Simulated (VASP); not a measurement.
A run of VASP 6.6.1:

File POSCAR:

```
AlNi
1.0
    2.0093523492     -2.0091335189      0.0000000000
    2.0093523492      2.0091335189      0.0000000000
    0.0000000000      0.0000000000      2.8515187754
Al Ni
1 1
Direct
    0.0000000000      0.0000000000      0.0000000000
    0.5000000000      0.5000000000      0.5000000000
```

The input INCAR.step1:

```
SYSTEM = AlNi
ALGO = Normal
EDIFF = 1E-4
ENCUT = 600
GGA = PE
ISMEAR = 0
LASPH = .TRUE.
LCHARG = .FALSE.
LREAL = .FALSE.
LWAVE = .TRUE.
NELM = 60
PREC = Accurate
SIGMA = 0.1
```

INCAR.step2

```
SYSTEM = AlNi
ALGO = Normal
EDIFF = 1E-6
EDIFFG = -0.008
ENCUT = 600
IBRION = 2
ISIF = 3
ISMEAR = 0
ISTART = 1
LASPH = .TRUE.
LCHARG = .FALSE.
LMIXTAU = .TRUE.
LREAL = .FALSE.
LWAVE = .FALSE.
METAGGA = R2SCAN
NELM = 60
NSW = 70
PREC = Accurate
PSTRESS = 20.0
SIGMA = 0.1
```

The input KPOINTS:

```
k-points
0
G
  16 16 14
  0 0 0
```

Potentials or basis: VASP PAW PBE potentials, release 64 (Al, Ni).

Run with:

```console
$ cat potpaw_PBE.64/Al/POTCAR potpaw_PBE.64/Ni/POTCAR > POTCAR
$ cp INCAR.step1 INCAR
$ mpirun -np 1 vasp_std > vasp.out
$ cp INCAR.step2 INCAR
$ mpirun -np 1 vasp_std > vasp.out
```

Hardware: 1 thread of Oxide Virtual Turin-like Processor (shared host).

Question: Estimate the wall time of this run.

Answer: Wall time 19 min on 1 thread of Oxide Virtual Turin-like Processor, on a shared host, peak memory 0.29 GiB. Counts: k points 584, ion steps 3.
